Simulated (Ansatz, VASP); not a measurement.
## One calculation of TaBr, two programs

```xyz
2
Lattice="0.0000 2.9114 2.9114 2.9114 0.0000 2.9114 2.9114 2.9114 0.0000" Properties=species:S:1:pos:R:3 pbc="T T T"
Ta    0.0000    0.0000    0.0000
Br    4.3671    4.3671    4.3671
```

Change from the starting cell: species swapped into the AgBr type (F-43m, No. 216).

Alike in both runs: functional PBE; k mesh 6 × 6 × 6; occupations gaussian, width 0.1 eV; collinear spin.

Ansatz relaxed the structure, and its values are those at the end. VASP's run is a single point on that final structure, the one shown.

|  | VASP | Ansatz |
| --- | --- | --- |
| version | VASP 6.6.1 | Ansatz 0.2.0 |
| potentials or method | VASP PAW PBE potentials, release 64 (Ta_pv, Br), cutoff 520 eV | scalar-relativistic, plane waves, PAW |
| valence electrons in the cell | 18 | 20 |

|  | VASP | Ansatz | Ansatz less VASP |
| --- | --- | --- | --- |
| gap on the k mesh at the Fermi level (eV) | none | none | - |
| pressure (GPa) | 0.1 | 0.0 | -0.12 |
| net moment per atom (μB) | 0.00 | 0.00 | 0.000 |

A gap of «none» marks a metal or a gap that the smearing closes. VASP's potentials hold 18 valence electrons a cell and Ansatz's 20, so a difference there can come from the potentials and not from the codes. Ansatz's warnings: seeded moment not kept.

Neither program's run includes spin-orbit coupling.
